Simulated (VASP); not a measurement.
# Yb (Fm-3m) in VASP: further runs

Yb is run at these levels: LDA; tasks: single point.

Program: VASP 6.6.1. These are calculated values, not measurements. Logs are shortened: lines on timing, memory, paths and dates and some standing lists are left out, and cuts for length are marked.

### Step 1. The cell of the first run

Symmetry: Fm-3m, No. 225, cubic system. Conventional cell: a = 4.914 Å, b = 4.914 Å, c = 4.914 Å, α = 90.00°, β = 90.00°, γ = 90.00°. Within 4.6 Å of Yb (site symmetry m-3m) lie 12 Yb at 3.47 Å.

### Step 2. Single point, LDA

File INCAR:

```
PREC     = Accurate       # precision mode
ENCUT    = 520            # plane-wave cutoff, eV
EDIFF    = 1E-7           # SCF threshold, eV
ISMEAR   = -1             # smearing method
SIGMA    = 0.1            # smearing width, eV
LREAL    = False          # projectors in reciprocal space
LASPH    = True           # aspherical terms in the spheres
NELM     = 80             # most SCF steps
ALGO     = Normal         # electronic algorithm
ISIF     = 2              # what is computed and relaxed
LWAVE    = False          # write WAVECAR
LCHARG   = False          # write CHGCAR
GGA      = CA             # functional
NBANDS   = 18             # bands
```

File KPOINTS:

```
regular mesh
0
Gamma
  12 12 12
```

File POSCAR:

```
Yb
1.0
    0.0000000000      2.4569516026      2.4569516026
    2.4569516026      0.0000000000      2.4569516026
    2.4569516026      2.4569516026      0.0000000000
Yb
1
Direct
    0.0000000000      0.0000000000      0.0000000000
```

Potentials or basis: VASP PAW PBE potentials, release 64 (Yb).

Command:

```sh
$ cat potpaw_PBE.64/Yb/POTCAR > POTCAR
$ mpirun -np 1 vasp_std > vasp.out
```

OUTCAR:

```text
PREC = Accurate
   ENCUT = 520
   EDIFF = 1E-7
   ISMEAR = -1
   LREAL = False
   LASPH = True
   NELM = 80
   ISIF = 2
   GGA = CA

 ion  position               nearest neighbor table
   1  0.000  0.000  0.000-

  LATTYP: Found a face centered cubic cell.
 ALAT       =     4.9139032052

  Lattice vectors:

 A1 = (   0.0000000000,   2.4569516026,   2.4569516026)
 A2 = (   2.4569516026,   0.0000000000,   2.4569516026)
 A3 = (   2.4569516026,   2.4569516026,   0.0000000000)

Analysis of symmetry for initial positions (statically):
=====================================================================
 Subroutine PRICEL returns:
 Original cell was already a primitive cell.

 Routine SETGRP: Setting up the symmetry group for a
 face centered cubic supercell.

 Subroutine GETGRP returns: Found 48 space group operations
 (whereof 48 operations were pure point group operations)
 out of a pool of 48 trial point group operations.

The static configuration has the point symmetry O_h .

Analysis of symmetry for dynamics (positions and initial velocities):
=====================================================================
 Subroutine PRICEL returns:
 Original cell was already a primitive cell.

 Routine SETGRP: Setting up the symmetry group for a
 face centered cubic supercell.

 Subroutine GETGRP returns: Found 48 space group operations
 (whereof 48 operations were pure point group operations)
 out of a pool of 48 trial point group operations.

The dynamic configuration has the point symmetry O_h .

 Subroutine INISYM returns: Found 48 space group operations
 (whereof 48 operations are pure point group operations),
 and found     1 'primitive' translations

----------------------------------------------------------------------------------------

                                     Primitive cell

  volume of cell :      29.6633

  direct lattice vectors                    reciprocal lattice vectors
     0.000000000  2.456951603  2.456951603    -0.203504212  0.203504212  0.203504212
     2.456951603  0.000000000  2.456951603     0.203504212 -0.203504212  0.203504212
     2.456951603  2.456951603  0.000000000     0.203504212  0.203504212 -0.203504212

  length of vectors
     3.474654278  3.474654278  3.474654278     0.352479635  0.352479635  0.352479635
[... 72 lines left out ...]
   ICHARG =      2    charge: 1-file 2-atom 10-const
   ISPIN  =      1    spin polarized calculation?
   LNONCOLLINEAR =      F non collinear calculations
   LSORBIT =      F    spin-orbit coupling
   LASPH  =      T    aspherical Exc in radial PAW
   ENCUT  =  520.0 eV  38.22 Ry    6.18 a.u.   6.46  6.46  6.46*2*pi/ulx,y,z
   NELM   =     80;   NELMIN=  2; NELMDL= -5     # of ELM steps
   EDIFF  = 0.1E-06   stopping-criterion for ELM
   LREAL  =      F    real-space projection
   EDIFFG = 0.1E-05   stopping-criterion for IOM
   NSW    =      0    number of steps for IOM
   IBRION =     -1    ionic relax: 0-MD 1-quasi-New 2-CG
   NFREE  =      0    steps in history (QN), initial steepest desc. (CG)
   ISIF   =      2    stress and relaxation
   ISYM   =      2    0-nonsym 1-usesym 2-fastsym
   POTIM  = 0.5000    time-step for ionic-motion
   TEBEG  =    0.0;   TEEND  =   0.0 temperature during run
   PSTRESS=    0.0 pullay stress
   NELECT =      24.0000    total number of electrons
   NUPDOWN=      -1.0000    fix difference up-down
   EMIN   =  10.00;   EMAX   =-10.00  energy-range for DOS
   EFERMI =   0.00;   METHOD = LEGACY
   ISMEAR =    -1;   SIGMA  =   0.10  broadening in eV -4-tet -1-fermi 0-gaus
   EFERMI_NEDOS =   21; number of points for ismear=-14 and -15
   IALGO  =     38    algorithm
   IMIX   =      4    mixing-type and parameters
     AMIX     =   0.40;   BMIX     =  1.00
     AMIX_MAG =   1.60;   BMIX_MAG =  1.00
  volume/ion in A,a.u.               =      29.66       200.18
  Fermi-wavevector in a.u.,A,eV,Ry     =   1.525476  2.882731 31.661795  2.327076
  Thomas-Fermi vector in A             =   2.633641
   LORBIT       =      0    0 simple, 1 ext, 2 COOP (PROOUT), +10 PAW based schemes
   GGA     = CA    functional components
   LHFCALC =     F    Hartree Fock is set to
   AEXX    =    0.0000 exact exchange contribution
   IVDW    =     0    specifies the selected vdW correction
   LEPSILON=     F    determine dielectric tensor
   LRPA    =     F    only Hartree local field effects (RPA)
 non-spin polarized calculation
  energy-cutoff  :      520.00
  volume of cell :       29.66
 maximum number of plane-waves:       821
 NGX is ok and might be reduce to    28
   NGX = 13   NGY = 13   NGZ = 13

 number of electron      24.0000001 magnetization

 Free energy of the ion-electron system (eV)
  ---------------------------------------------------
  ext. energy  EPLUGINS =         0.00000000
  ---------------------------------------------------
  free energy    TOTEN  =        -4.21085772 eV

  energy without entropy =       -4.12858832  energy(sigma->0) =       -4.16972302

 E-fermi :   1.8979     XC(G=0): -10.6705

 val. band max:        1.8646418795   @ k =  -0.4167   0.4167   0.0000
 cond. band min:       1.9245232305   @ k =  -0.3333   0.3333   0.1667
 fundamental gap:      0.0598813510
 Fermi energy:         1.8979056539

 k-point     1 :       0.0000    0.0000    0.0000
  band No.  band energies     occupation
      1     -49.4605      2.00000
      2     -21.6586      2.00000
      3     -21.6586      2.00000
      4     -21.6586      2.00000
      5      -3.6199      2.00000
      6       1.1820      1.99844
[... 481 lines left out ...]
      5       0.4824      2.00000
      6       1.2191      1.99775
[... 10 lines left out ...]
     17       9.4488      0.00000
     18      10.7281      0.00000

 [... further k-points ...]

------------------------ aborting loop because EDIFF is reached ----------------------------------------

  FORCE on cell =-STRESS in cart. coord.  units (eV):
  Direction    XX          YY          ZZ          XY          YZ          ZX
  --------------------------------------------------------------------------------------
  -------------------------------------------------------------------------------------
  Total       -0.0497145     -0.0497145     -0.0497145      0.0000000     -0.0000000     -0.0000000
  in kB       -2.6851811     -2.6851811     -2.6851811      0.0000000     -0.0000000     -0.0000000
  external PRESSURE =      -2.6851811 kB  Pullay stress =       0.0000000 kB

 VOLUME and BASIS-vectors are now :
 -----------------------------------------------------------------------------
  energy-cutoff  :      520.00
  volume of cell :       29.66
      direct lattice vectors                 reciprocal lattice vectors
     0.000000000  2.456951603  2.456951603    -0.203504212  0.203504212  0.203504212
     2.456951603  0.000000000  2.456951603     0.203504212 -0.203504212  0.203504212
     2.456951603  2.456951603  0.000000000     0.203504212  0.203504212 -0.203504212

 POSITION                                       TOTAL-FORCE (eV/Angst)
 -----------------------------------------------------------------------------------
      0.00000      0.00000      0.00000        -0.000000     -0.000000     -0.000000
 -----------------------------------------------------------------------------------
    total drift:                               -0.000000      0.000000     -0.000000

  FREE ENERGIE OF THE ION-ELECTRON SYSTEM (eV)
  ---------------------------------------------------
  free  energy   TOTEN  =        -4.2108577160 eV

  energy  without entropy=       -4.1285883166  energy(sigma->0) =       -4.16972302
```

OSZICAR:

```text
N       E                     dE             d eps       ncg     rms          rms(c)
DAV:   1     0.109834435092E+03    0.10983E+03   -0.85820E+03  3272   0.902E+03
DAV:   2     0.110375440447E+02   -0.98797E+02   -0.95465E+02  3282   0.560E+02
DAV:   3    -0.172306833470E+01   -0.12761E+02   -0.12538E+02  3716   0.119E+02
DAV:   4    -0.408795108022E+01   -0.23649E+01   -0.23476E+01  5028   0.386E+01
[... 21 lines left out ...]
DAV:  26    -0.421091139167E+01    0.15297E-04   -0.67639E-06  4876   0.559E-02    0.245E-01
DAV:  27    -0.421086645854E+01    0.44933E-04   -0.46252E-05  2916   0.246E-01    0.995E-02
DAV:  28    -0.421085887373E+01    0.75848E-05   -0.13047E-05  4760   0.112E-01    0.271E-02
DAV:  29    -0.421085778391E+01    0.10898E-05   -0.21267E-06  4610   0.464E-02    0.217E-02
DAV:  30    -0.421085771602E+01    0.67898E-07   -0.18693E-07  2338   0.140E-02
   1 F= -.42108577E+01 E0= -.41697230E+01  d E =-.822694E-01
```

Wall time 97 s (1 thread of AMD EPYC 7R13 (Zen 3), shared host); peak memory 0.15 GiB.

What came out:

```
Free energy            : -4.2109 eV
Pressure               : -0.3 GPa
Band gap on the k mesh : zero (bands 12 and 13 overlap by 0.32 eV)
```

Levels at points of the mesh, in eV from the Fermi level:
| k point | band 10 | band 11 | band 12 | band 13 | band 14 | band 15 |
| --- | --- | --- | --- | --- | --- | --- |
| (0.00, 0.00, 0.00) | -0.43 | -0.43 | -0.43 | 2.93 | 2.93 | 2.93 |
| (0.50, 0.00, 0.00) | -0.46 | -0.46 | -0.43 | 1.02 | 2.68 | 2.68 |
| (0.50, 0.50, 0.00) | -0.50 | -0.49 | -0.49 | -0.29 | 2.65 | 7.45 |

Caveat: the PAW data sets were made with another functional, which shifts forces and pressure a little; spin-orbit coupling is left out, which moves the levels of the heavy elements.

### Step 3. Single point, LDA

File INCAR:

```
SYSTEM = Yb
PREC     = Accurate       ! precision mode
ENCUT    = 520            ! plane-wave cutoff, eV
EDIFF    = 1E-7           ! SCF threshold, eV
ISMEAR   = -1             ! smearing method
SIGMA    = 0.1            ! smearing width, eV
LREAL    = .False.        ! projectors in reciprocal space
LASPH    = .True.         ! aspherical terms in the spheres
NELM     = 60             ! most SCF steps
ALGO     = Normal         ! electronic algorithm
ISIF     = 2              ! what is computed and relaxed
LWAVE    = .False.        ! write WAVECAR
LCHARG   = .False.        ! write CHGCAR
GGA      = CA             ! functional
NBANDS   = 18             ! bands
```

File KPOINTS:

```
Automatic mesh
0
Gamma
  16 16 16
  0 0 0
```

POSCAR is that of step 2.

Potentials or basis: VASP PAW PBE potentials, release 64 (Yb).

Command:

```sh
$ cat potpaw_PBE.64/Yb/POTCAR > POTCAR
$ mpirun -np 1 vasp_std > vasp.out
```

Run time: 2.5 min. Hardware: 1 thread of AMD EPYC 7R13 (Zen 3), shared host; peak memory 0.19 GiB.

The run converged. Its results:

```yaml
Free_energy: -4.2114 eV
Pressure: -0.4 GPa
Band_gap_on_the_k_mesh: zero (bands 12 and 13 overlap by 0.29 eV)
```

Levels at points of the mesh, in eV from the Fermi level:
| k point | band 8 | band 9 | band 10 | band 11 | band 12 | band 13 | band 14 | band 15 | band 16 | band 17 |
| --- | --- | --- | --- | --- | --- | --- | --- | --- | --- | --- |
| (0.00, 0.00, 0.00) | -0.58 | -0.58 | -0.43 | -0.43 | -0.43 | 2.93 | 2.93 | 2.93 | 5.49 | 5.49 |
| (0.50, 0.00, 0.00) | -0.58 | -0.56 | -0.46 | -0.46 | -0.42 | 1.03 | 2.68 | 2.68 | 7.42 | 7.42 |
| (0.50, 0.50, 0.00) | -0.57 | -0.56 | -0.50 | -0.48 | -0.48 | -0.29 | 2.65 | 7.45 | 8.01 | 8.01 |

Caveat: the PAW data sets were made with another functional, which shifts forces and pressure a little; spin-orbit coupling is left out, which moves the levels of the heavy elements. Spin polarisation is off, so any magnetic state and its effect on volume and gap are missing.

### Step 4. Single point, LDA

File INCAR:

```
SYSTEM = Yb
PREC = Accurate
ENCUT = 520
EDIFF = 1E-7
ISMEAR = -1
SIGMA = 0.1
LREAL = .False.
LASPH = .True.
NELM = 80
ALGO = Normal
ISIF = 2
LWAVE = .False.
LCHARG = .False.
GGA = CA
NBANDS = 18
```

File KPOINTS:

```
Automatic mesh
0
Gamma
  18 18 18
  0 0 0
```

POSCAR is that of step 3.

Command:

```sh
$ cat potpaw_PBE.64/Yb/POTCAR > POTCAR
$ mpirun -np 1 vasp_std > vasp.out
```

Wall time 3 min (1 thread of AMD EPYC 7R13 (Zen 3), shared host); peak memory 0.21 GiB.

It converged, with:

| Item | Value |
| --- | --- |
| Free energy | -4.2114 eV |
| Pressure | -0.4 GPa |
| Band gap on the k mesh | zero (bands 12 and 13 overlap by 0.32 eV) |

Levels at points of the mesh, in eV from the Fermi level:
```csv
k point,band 9,band 10,band 11,band 12,band 13,band 14,band 15,band 16
"(0.00, 0.00, 0.00)",-0.58,-0.43,-0.43,-0.43,2.93,2.93,2.93,5.49
"(0.50, 0.00, 0.00)",-0.56,-0.46,-0.46,-0.43,1.03,2.68,2.68,7.42
"(0.50, 0.50, 0.00)",-0.56,-0.50,-0.48,-0.48,-0.29,2.65,7.45,8.00
```

Caveat: the PAW data sets were made with another functional, which shifts forces and pressure a little; spin-orbit coupling is left out, which moves the levels of the heavy elements. Spin polarisation is off, so any magnetic state and its effect on volume and gap are missing.

### Step 5. Summary

```csv
k mesh,gap on the mesh (eV),pressure (GPa)
12 × 12 × 12,none,-0.3
16 × 16 × 16,none,-0.4
18 × 18 × 18,none,-0.4
```

Alike in all rows: task single point; level LDA; potentials or basis VASP PAW PBE potentials, release 64 (Yb); no spin polarisation; cell as given; cutoff (eV) 520; smearing fermi-dirac 0.1 eV.

Caveats: the PAW data sets were made with another functional, which shifts forces and pressure a little; spin-orbit coupling is left out, which moves the levels of the heavy elements.

Total energies depend on the potentials used, so only differences within one code and one set of settings carry meaning.
